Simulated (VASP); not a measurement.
# ZnSe (Fm-3m) in VASP: further runs, part 2 of 2

VASP 6.6.1. The steps go on from the part before.

### 3 Single point, PBEsol

This run uses another cell than the first one, of 19.22 Å³/atom, 1.051 times its volume.

Input file INCAR:

```
PREC     = Accurate       # precision mode
ENCUT    = 520            # plane-wave cutoff, eV
EDIFF    = 1E-7           # SCF threshold, eV
ISMEAR   = 0              # smearing method
SIGMA    = 0.05           # smearing width, eV
LREAL    = False          # projectors in reciprocal space
LASPH    = True           # aspherical terms in the spheres
NELM     = 80             # most SCF steps
ALGO     = Normal         # electronic algorithm
ISIF     = 2              # what is computed and relaxed
LWAVE    = False          # write WAVECAR
LCHARG   = False          # write CHGCAR
GGA      = PS             # functional
NBANDS   = 16             # bands
```

Input file KPOINTS:

```
Automatic mesh
0
Gamma
  12 12 12
```

Input file POSCAR:

```
ZnSe
1.0
    0.0000000000      2.6788010295      2.6788010295
    2.6788010295      0.0000000000      2.6788010295
    2.6788010295      2.6788010295      0.0000000000
Se Zn
1 1
Direct
    0.0000000000      0.0000000000      0.0000000000
    0.5000000000      0.5000000000      0.5000000000
```

Potentials or basis: VASP PAW PBE potentials, release 64 (Se, Zn).

Launch:

```
cat potpaw_PBE.64/Se/POTCAR potpaw_PBE.64/Zn/POTCAR > POTCAR
mpirun -np 1 vasp_std > vasp.out
```

OUTCAR:

```text
PREC = Accurate
   ENCUT = 520
   EDIFF = 1E-7
   ISMEAR = 0
   LREAL = False
   LASPH = True
   NELM = 80
   ISIF = 2
   GGA = PS

 ion  position               nearest neighbor table
   1  0.000  0.000  0.000-   2 2.68   2 2.68   2 2.68   2 2.68   2 2.68   2 2.68
   2  0.500  0.500  0.500-   1 2.68   1 2.68   1 2.68   1 2.68   1 2.68   1 2.68

  LATTYP: Found a face centered cubic cell.
 ALAT       =     5.3576020590

  Lattice vectors:

 A1 = (   0.0000000000,   2.6788010295,   2.6788010295)
 A2 = (   2.6788010295,   0.0000000000,   2.6788010295)
[... 626 lines left out ...]
      5      -3.4196      2.00000
      6      -3.4093      2.00000
[... 8 lines left out ...]
     15      15.8203      0.00000
     16      16.0322      0.00000

 [... further k-points ...]
[... 5 lines left out ...]
  --------------------------------------------------------------------------------------
  -------------------------------------------------------------------------------------
  Total       -0.8091452     -0.8091452     -0.8091452     -0.0000000      0.0000000     -0.0000000
  in kB      -33.7198554    -33.7198554    -33.7198554     -0.0000000      0.0000000     -0.0000000
  external PRESSURE =     -33.7198554 kB  Pullay stress =       0.0000000 kB

 VOLUME and BASIS-vectors are now :
 -----------------------------------------------------------------------------
  energy-cutoff  :      520.00
  volume of cell :       38.45
      direct lattice vectors                 reciprocal lattice vectors
     0.000000000  2.678801030  2.678801030    -0.186650667  0.186650667  0.186650667
     2.678801030  0.000000000  2.678801030     0.186650667 -0.186650667  0.186650667
     2.678801030  2.678801030  0.000000000     0.186650667  0.186650667 -0.186650667

 POSITION                                       TOTAL-FORCE (eV/Angst)
 -----------------------------------------------------------------------------------
      0.00000      0.00000      0.00000         0.000000      0.000000      0.000000
      2.67880      2.67880      2.67880        -0.000000     -0.000000     -0.000000
 -----------------------------------------------------------------------------------
    total drift:                                0.000000      0.000000      0.000000

  FREE ENERGIE OF THE ION-ELECTRON SYSTEM (eV)
  ---------------------------------------------------
  free  energy   TOTEN  =        -6.2408956133 eV

  energy  without entropy=       -6.2395785538  energy(sigma->0) =       -6.24023708
```

OSZICAR:

```text
N       E                     dE             d eps       ncg     rms          rms(c)
DAV:   1     0.749925592902E+02    0.74993E+02   -0.87213E+03  2312   0.135E+03
DAV:   2    -0.248558989352E+01   -0.77478E+02   -0.73214E+02  2584   0.253E+02
DAV:   3    -0.655943692409E+01   -0.40738E+01   -0.40504E+01  2840   0.533E+01
DAV:   4    -0.658411612940E+01   -0.24679E-01   -0.24676E-01  2776   0.438E+00
DAV:   5    -0.658421295504E+01   -0.96826E-04   -0.96825E-04  2920   0.259E-01    0.432E+00
DAV:   6    -0.626435680235E+01    0.31986E+00   -0.67432E-01  3016   0.259E+01    0.347E+00
DAV:   7    -0.624478794517E+01    0.19569E-01   -0.12279E-01  2816   0.361E+00    0.153E+00
DAV:   8    -0.624125807526E+01    0.35299E-02   -0.36828E-03  2944   0.757E-01    0.401E-01
DAV:   9    -0.624088525205E+01    0.37282E-03   -0.93942E-04  3200   0.301E-01    0.500E-02
DAV:  10    -0.624089436340E+01   -0.91113E-05   -0.71780E-05  2704   0.958E-02    0.204E-02
DAV:  11    -0.624089562963E+01   -0.12662E-05   -0.59919E-06  3344   0.495E-02    0.225E-03
DAV:  12    -0.624089561332E+01    0.16310E-07   -0.84695E-07  2840   0.129E-02
   1 F= -.62408956E+01 E0= -.62402371E+01  d E =-.131706E-02
```

stdout:

```text
POSCAR found type information on POSCAR SeZn
 POSCAR found :  2 types and       2 ions
 scaLAPACK will be used
 -----------------------------------------------------------------------------
|                                                                             |
|                                                                             |
|     You enforced a specific xc type in the INCAR file but a different       |
|     I HOPE YOU KNOW WHAT YOU ARE DOING!                                     |
|                                                                             |
 -----------------------------------------------------------------------------

 LDA part: xc-table for (Slater+PW92), standard interpolation
 POSCAR, INCAR and KPOINTS ok, starting setup
 FFT: planning ... GRIDC
 FFT: planning ... GRID_SOFT
 FFT: planning ... GRID
 WAVECAR not read
 entering main loop
```

Wall time 70 s (1 thread of AMD EPYC 7R13, shared host); peak memory 0.16 GiB.

Results:

- Free energy: -6.2409 eV
- Pressure: -3.4 GPa
- Band gap on the k mesh: zero (band 9 reaches 3.07 eV, above the bottom of band 10 at 1.95 eV)

Caveat: the PAW data sets were made with another functional, which shifts forces and pressure a little.

### 4 Single point, PBEsol (volume scaled by 1.040)

Input file INCAR:

```
PREC = Accurate ; ENCUT = 520
EDIFF = 1E-6 ; ISMEAR = 0
SIGMA = 0.05 ; LREAL = False
LASPH = True ; NELM = 100
ALGO = Normal ; ISIF = 2
LWAVE = False ; LCHARG = False
GGA = PS ; NBANDS = 16
```

KPOINTS is that of step 3.

Input file POSCAR:

```
ZnSe
1.0
    0.0000000000      2.6691989034      2.6691989034
    2.6691989034      0.0000000000      2.6691989034
    2.6691989034      2.6691989034      0.0000000000
Se Zn
1 1
Direct
    0.0000000000      0.0000000000      0.0000000000
    0.5000000000      0.5000000000      0.5000000000
```

Potentials or basis: VASP PAW PBE potentials, release 64 (Se, Zn).

Launch:

```
cat potpaw_PBE.64/Se/POTCAR potpaw_PBE.64/Zn/POTCAR > POTCAR
mpirun -np 1 vasp_std > vasp.out
```

OUTCAR:

```text
PREC = Accurate
   ENCUT = 520
   EDIFF = 1E-6
   ISMEAR = 0
   LREAL = False
   LASPH = True
   NELM = 100
   ISIF = 2
   GGA = PS

 ion  position               nearest neighbor table
   1  0.000  0.000  0.000-   2 2.67   2 2.67   2 2.67   2 2.67   2 2.67   2 2.67
   2  0.500  0.500  0.500-   1 2.67   1 2.67   1 2.67   1 2.67   1 2.67   1 2.67

  LATTYP: Found a face centered cubic cell.
 ALAT       =     5.3383978068

  Lattice vectors:

 A1 = (   0.0000000000,   2.6691989034,   2.6691989034)
 A2 = (   2.6691989034,   0.0000000000,   2.6691989034)
 A3 = (   2.6691989034,   2.6691989034,   0.0000000000)

Analysis of symmetry for initial positions (statically):
=====================================================================
 Subroutine PRICEL returns:
 Original cell was already a primitive cell.

 Routine SETGRP: Setting up the symmetry group for a
 face centered cubic supercell.

 Subroutine GETGRP returns: Found 48 space group operations
 (whereof 48 operations were pure point group operations)
 out of a pool of 48 trial point group operations.

[... 155 lines left out ...]
  ---------------------------------------------------
  ext. energy  EPLUGINS =         0.00000000
  ---------------------------------------------------
  free energy    TOTEN  =        -6.24860046 eV

  energy without entropy =       -6.24729032  energy(sigma->0) =       -6.24794539

 E-fermi :   3.1155     XC(G=0): -10.6544

 val. band max:        3.1089843832   @ k =  -0.2500   0.0833   0.0000
 cond. band min:       3.1216469778   @ k =  -0.2500   0.1667   0.0000
 fundamental gap:      0.0126625946
 Fermi energy:         3.1154539601

 k-point     1 :       0.0000    0.0000    0.0000
  band No.  band energies     occupation
      1     -10.7997      2.00000
      2      -3.4710      2.00000
      3      -3.4710      2.00000
      4      -3.4529      2.00000
      5      -3.4529      2.00000
      6      -3.4529      2.00000
[... 433 lines left out ...]
      3      -3.6841      2.00000
      4      -3.6168      2.00000
      5      -3.3376      2.00000
      6      -3.3269      2.00000
[... 8 lines left out ...]
     15      15.9565      0.00000
     16      16.1925      0.00000

 [... further k-points ...]
[... 5 lines left out ...]
  --------------------------------------------------------------------------------------
  -------------------------------------------------------------------------------------
  Total       -0.6283997     -0.6283997     -0.6283997     -0.0000000     -0.0000000      0.0000000
  in kB      -26.4712053    -26.4712053    -26.4712053     -0.0000000     -0.0000000      0.0000000
  external PRESSURE =     -26.4712053 kB  Pullay stress =       0.0000000 kB

 VOLUME and BASIS-vectors are now :
 -----------------------------------------------------------------------------
  energy-cutoff  :      520.00
  volume of cell :       38.03
      direct lattice vectors                 reciprocal lattice vectors
     0.000000000  2.669198903  2.669198903    -0.187322121  0.187322121  0.187322121
     2.669198903  0.000000000  2.669198903     0.187322121 -0.187322121  0.187322121
     2.669198903  2.669198903  0.000000000     0.187322121  0.187322121 -0.187322121

 POSITION                                       TOTAL-FORCE (eV/Angst)
 -----------------------------------------------------------------------------------
      0.00000      0.00000      0.00000         0.000000      0.000000      0.000000
      2.66920      2.66920      2.66920        -0.000000     -0.000000     -0.000000
 -----------------------------------------------------------------------------------
    total drift:                                0.000000      0.000000      0.000000

  FREE ENERGIE OF THE ION-ELECTRON SYSTEM (eV)
  ---------------------------------------------------
  free  energy   TOTEN  =        -6.2486004581 eV

  energy  without entropy=       -6.2472903199  energy(sigma->0) =       -6.24794539
```

stdout:

```text
POSCAR found type information on POSCAR SeZn
 POSCAR found :  2 types and       2 ions
 scaLAPACK will be used
 -----------------------------------------------------------------------------
|                                                                             |
|                                                                             |
|     You enforced a specific xc type in the INCAR file but a different       |
|     I HOPE YOU KNOW WHAT YOU ARE DOING!                                     |
|                                                                             |
 -----------------------------------------------------------------------------

 LDA part: xc-table for (Slater+PW92), standard interpolation
 POSCAR, INCAR and KPOINTS ok, starting setup
 FFT: planning ... GRIDC
 FFT: planning ... GRID_SOFT
 FFT: planning ... GRID
 WAVECAR not read
 entering main loop
```

It took 68 s on 1 thread of AMD EPYC 7R13, shared host; peak memory 0.16 GiB.

What came out:

```
Free energy            : -6.2486 eV
Pressure               : -2.6 GPa
Band gap on the k mesh : zero (band 9 reaches 3.18 eV, above the bottom of band 10 at 2.05 eV)
```

Caveat: the cell differs from its parent crystal (volume scaled by 1.040); the PAW data sets were made with another functional, which shifts forces and pressure a little.

### 5 Single point, PBEsol

This run uses another cell than the first one, of 20.03 Å³/atom, 1.095 times its volume.

Input file INCAR:

```
  PREC = Accurate
  ENCUT = 520
  EDIFF = 1E-6
  ISMEAR = 0
  SIGMA = 0.05
  LREAL = False
  LASPH = True
  NELM = 100
  ALGO = Normal
  ISIF = 2
  LWAVE = False
  LCHARG = True
  GGA = PS
  LELF = True
  LVHAR = True
  NBANDS = 16
```

Input file KPOINTS:

```
regular mesh
0
Gamma
  12 12 12
```

Input file POSCAR:

```
ZnSe
1.0
    0.0000000000      2.7155851200      2.7155851200
    2.7155851200      0.0000000000      2.7155851200
    2.7155851200      2.7155851200      0.0000000000
Se Zn
1 1
Direct
    0.0000000000      0.0000000000      0.0000000000
    0.5000000000      0.5000000000      0.5000000000
```

Potentials or basis: VASP PAW PBE potentials, release 64 (Se, Zn).

Launch:

```
cat potpaw_PBE.64/Se/POTCAR potpaw_PBE.64/Zn/POTCAR > POTCAR
mpirun -np 1 vasp_std > vasp.out
```

OUTCAR:

```text
PREC = Accurate
   ENCUT = 520
   EDIFF = 1E-6
   ISMEAR = 0
   LREAL = False
   LASPH = True
   NELM = 100
   ISIF = 2
   GGA = PS

 ion  position               nearest neighbor table
   1  0.000  0.000  0.000-   2 2.72   2 2.72   2 2.72   2 2.72   2 2.72   2 2.72
   2  0.500  0.500  0.500-   1 2.72   1 2.72   1 2.72   1 2.72   1 2.72   1 2.72

  LATTYP: Found a face centered cubic cell.
 ALAT       =     5.4311702400

  Lattice vectors:

 A1 = (   0.0000000000,   2.7155851200,   2.7155851200)
 A2 = (   2.7155851200,   0.0000000000,   2.7155851200)
 A3 = (   2.7155851200,   2.7155851200,   0.0000000000)

Analysis of symmetry for initial positions (statically):
=====================================================================
 Subroutine PRICEL returns:
 Original cell was already a primitive cell.

 Routine SETGRP: Setting up the symmetry group for a
 face centered cubic supercell.

 Subroutine GETGRP returns: Found 48 space group operations
 (whereof 48 operations were pure point group operations)
 out of a pool of 48 trial point group operations.

[... 156 lines left out ...]
  ---------------------------------------------------
  ext. energy  EPLUGINS =         0.00000000
  ---------------------------------------------------
  free energy    TOTEN  =        -6.19448103 eV

  energy without entropy =       -6.19313596  energy(sigma->0) =       -6.19380850

 E-fermi :   2.6255     XC(G=0): -10.4115

 val. band max:        2.6201089964   @ k =  -0.2500   0.0833   0.0000
 cond. band min:       2.6300435078   @ k =  -0.2500   0.1667   0.0000
 fundamental gap:      0.0099345113
 Fermi energy:         2.6255089661

 k-point     1 :       0.0000    0.0000    0.0000
  band No.  band energies     occupation
      1     -10.9213      2.00000
      2      -3.8444      2.00000
      3      -3.8444      2.00000
      4      -3.8270      2.00000
      5      -3.8270      2.00000
      6      -3.8270      2.00000
[... 433 lines left out ...]
      3      -4.0268      2.00000
      4      -3.9602      2.00000
      5      -3.7273      2.00000
      6      -3.7187      2.00000
[... 8 lines left out ...]
     15      15.3141      0.00000
     16      15.4372      0.00000

 [... further k-points ...]
[... 5 lines left out ...]
  --------------------------------------------------------------------------------------
  -------------------------------------------------------------------------------------
  Total       -1.4433192     -1.4433192     -1.4433192      0.0000000      0.0000000     -0.0000000
  in kB      -57.7368015    -57.7368015    -57.7368015      0.0000000      0.0000000     -0.0000000
  external PRESSURE =     -57.7368015 kB  Pullay stress =       0.0000000 kB

 VOLUME and BASIS-vectors are now :
 -----------------------------------------------------------------------------
  energy-cutoff  :      520.00
  volume of cell :       40.05
      direct lattice vectors                 reciprocal lattice vectors
     0.000000000  2.715585120  2.715585120    -0.184122382  0.184122382  0.184122382
     2.715585120  0.000000000  2.715585120     0.184122382 -0.184122382  0.184122382
     2.715585120  2.715585120  0.000000000     0.184122382  0.184122382 -0.184122382

 POSITION                                       TOTAL-FORCE (eV/Angst)
 -----------------------------------------------------------------------------------
      0.00000      0.00000      0.00000        -0.000000      0.000000      0.000000
      2.71559      2.71559      2.71559         0.000000     -0.000000     -0.000000
 -----------------------------------------------------------------------------------
    total drift:                                0.000000      0.000000      0.000000

  FREE ENERGIE OF THE ION-ELECTRON SYSTEM (eV)
  ---------------------------------------------------
  free  energy   TOTEN  =        -6.1944810345 eV

  energy  without entropy=       -6.1931359566  energy(sigma->0) =       -6.19380850
```

OSZICAR:

```text
N       E                     dE             d eps       ncg     rms          rms(c)
DAV:   1     0.754629409848E+02    0.75463E+02   -0.87503E+03  2304   0.135E+03
DAV:   2    -0.240689548754E+01   -0.77870E+02   -0.73395E+02  2616   0.251E+02
DAV:   3    -0.652050809706E+01   -0.41136E+01   -0.40851E+01  2864   0.531E+01
DAV:   4    -0.654593808085E+01   -0.25430E-01   -0.25426E-01  2720   0.441E+00
DAV:   5    -0.654603699698E+01   -0.98916E-04   -0.98916E-04  2904   0.265E-01    0.401E+00
DAV:   6    -0.621809443287E+01    0.32794E+00   -0.68668E-01  3032   0.253E+01    0.324E+00
DAV:   7    -0.619859038359E+01    0.19504E-01   -0.11909E-01  2776   0.354E+00    0.143E+00
DAV:   8    -0.619485296859E+01    0.37374E-02   -0.37242E-03  2880   0.733E-01    0.374E-01
DAV:   9    -0.619446850389E+01    0.38446E-03   -0.97275E-04  3136   0.290E-01    0.500E-02
DAV:  10    -0.619448051212E+01   -0.12008E-04   -0.68614E-05  2688   0.888E-02    0.173E-02
DAV:  11    -0.619448103449E+01   -0.52237E-06   -0.57272E-06  3256   0.483E-02
   1 F= -.61944810E+01 E0= -.61938085E+01  d E =-.134508E-02
```

stdout:

```text
POSCAR found type information on POSCAR SeZn
 POSCAR found :  2 types and       2 ions
 scaLAPACK will be used
 -----------------------------------------------------------------------------
|                                                                             |
|                                                                             |
|     You enforced a specific xc type in the INCAR file but a different       |
|     I HOPE YOU KNOW WHAT YOU ARE DOING!                                     |
|                                                                             |
 -----------------------------------------------------------------------------

 LDA part: xc-table for (Slater+PW92), standard interpolation
 POSCAR, INCAR and KPOINTS ok, starting setup
 FFT: planning ... GRIDC
 FFT: planning ... GRID_SOFT
 FFT: planning ... GRID
 WAVECAR not read
 entering main loop
```

Wall time 87 s (1 thread of AMD EPYC 7R13, shared host); peak memory 0.17 GiB.

What came out:

- Free energy: -6.1945 eV
- Pressure: -5.8 GPa
- Band gap on the k mesh: zero (band 9 reaches 2.68 eV, above the bottom of band 10 at 1.58 eV)

Levels at points of the mesh, in eV from the Fermi level:
```csv
k point,band 7,band 8,band 9,band 10,band 11,band 12
"(0.00, 0.00, 0.00)",-0.41,-0.41,-0.41,0.43,8.53,8.53
"(0.50, 0.00, 0.00)",-5.48,-0.10,-0.10,3.20,4.96,4.96
"(0.50, 0.50, 0.00)",-4.76,-2.28,-2.28,-1.04,4.98,10.85
```

Caveat: the PAW data sets were made with another functional, which shifts forces and pressure a little.

### 6 Overview

| cell | gap on the mesh (eV) | pressure (GPa) |
| --- | --- | --- |
| a = 3.726 Å, angles 60.0°, 2 atoms | none | 0.4 |
| a = 3.788 Å, angles 60.0°, 2 atoms | none | -3.4 |
| a = 3.775 Å, angles 60.0°, 2 atoms | none | -2.6 |
| a = 3.840 Å, angles 60.0°, 2 atoms | none | -5.8 |

Alike in all rows: task single point; level PBEsol; potentials or basis VASP PAW PBE potentials, release 64 (Se, Zn); no spin polarisation; k mesh 12 × 12 × 12; cutoff (eV) 520; smearing gaussian 0.05 eV.

Caveats: the PAW data sets were made with another functional, which shifts forces and pressure a little.

Absolute energies hang on the potentials; compare differences alone.
